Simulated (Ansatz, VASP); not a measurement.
One calculation of W, two programs

```
W
1.0
    -1.63723    1.63723    1.67717
     1.63723   -1.63723    1.67717
     1.63723    1.63723   -1.67717
W
1
Cartesian
  0.0000 0.0000 0.0000
```

Change from the starting cell: strain +0.025 along x and y, +0.050 along z, atoms carried along.

Alike in both runs: task single point; functional PBEsol; k mesh 20 × 20 × 20; occupations gaussian, width 0.15 eV; no spin polarisation.

```csv
,VASP,Ansatz
version,VASP 6.6.1,Ansatz 0.2.0
potentials or method,"VASP PAW PBE potentials, release 64 (W_sv), cutoff 520 eV","scalar-relativistic, plane waves, PAW"
valence electrons in the cell,14,14
```

VASP gave:

| Quantity | Value |
| --- | --- |
| gap on the k mesh at the Fermi level (eV) | none |
| pressure (GPa) | -32.8 |
| traceless stress, the component that is largest in VASP (GPa) | -3.94 |

Question: Estimate Ansatz's values.

Answer: gap on the k mesh at the Fermi level (eV): none; pressure (GPa): -33.0; traceless stress, the component that is largest in VASP (GPa): -3.94.

VASP's potentials were made for PBE, not for PBEsol. A gap of «none» marks a metal or a gap that the smearing closes. Both programs put the cell under strong tension, so it lies far from rest at this level.

Spin-orbit coupling is off throughout. Noted on VASP's run: the cell as given lies far from equilibrium.
